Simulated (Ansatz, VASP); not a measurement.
## One calculation of KTaSe3, two programs

Contents of INCAR:

```
SYSTEM = KTaSe3
ALGO = Normal
EDIFF = 1E-7
ENCUT = 520
GGA = PE
ISIF = 2
ISMEAR = 0
LASPH = .True.
LCHARG = .True.
LELF = .True.
LREAL = .False.
LVHAR = .True.
LWAVE = .False.
NBANDS = 27
NELM = 80
PREC = Accurate
SIGMA = 0.1
```

Contents of KPOINTS:

```
k-points
0
Gamma
  8 8 8
  0 0 0
```

The input POSCAR:

```
KTaSe3
1.0
    5.0628470717      0.0000000000      0.0000000000
    0.0000000000      5.0628470717      0.0000000000
    0.0000000000      0.0000000000      5.0628470717
K Ta Se
1 1 3
Direct
    0.0000000000      0.0000000000      0.0000000000
    0.5000000000      0.5000000000      0.5000000000
    0.0000000000      0.5000000000      0.5000000000
    0.5000000000      0.0000000000      0.5000000000
    0.5000000000      0.5000000000      0.0000000000
```

Input for Ansatz:

```yaml
crystal:
  lattice:
    - [5.0628470717, 0.0, 0.0]
    - [0.0, 5.0628470717, 0.0]
    - [0.0, 0.0, 5.0628470717]
  atoms:
    - { symbol: K, position: [0.0, 0.0, 0.0] }
    - { symbol: Ta, position: [0.5, 0.5, 0.5] }
    - { symbol: Se, position: [0.0, 0.5, 0.5] }
    - { symbol: Se, position: [0.5, 0.0, 0.5] }
    - { symbol: Se, position: [0.5, 0.5, 0.0] }
basis:
  ecutwfc: 420
kpoints:
  mp_grid: { grid: [8, 8, 8] }
hamiltonian:
  xc: pbe
scf:
  occupations: { method: gaussian, width: 0.1 }
output:
  forces: true
  stress: true
  eigenvalues: true
```

Alike in both runs: task single point; functional PBE; k mesh 8 × 8 × 8; occupations gaussian, width 0.1 eV; no spin polarisation.

|  | VASP | Ansatz |
| --- | --- | --- |
| version | VASP 6.6.1 | Ansatz 0.2.0 |
| potentials or method | VASP PAW PBE potentials, release 64 (K_sv, Ta_pv, Se), cutoff 520 eV | scalar-relativistic, plane waves, PAW |
| valence electrons in the cell | 38 | 70 |

|  | VASP | Ansatz | Ansatz less VASP |
| --- | --- | --- | --- |
| gap on the k mesh at the Fermi level (eV) | none | none | - |
| pressure (GPa) | 2.3 | 2.2 | -0.14 |

A gap of «none» marks a metal or a gap that the smearing closes. VASP's potentials hold 38 valence electrons a cell and Ansatz's 70, so a difference there can come from the potentials and not from the codes.

Neither program's run includes spin-orbit coupling.
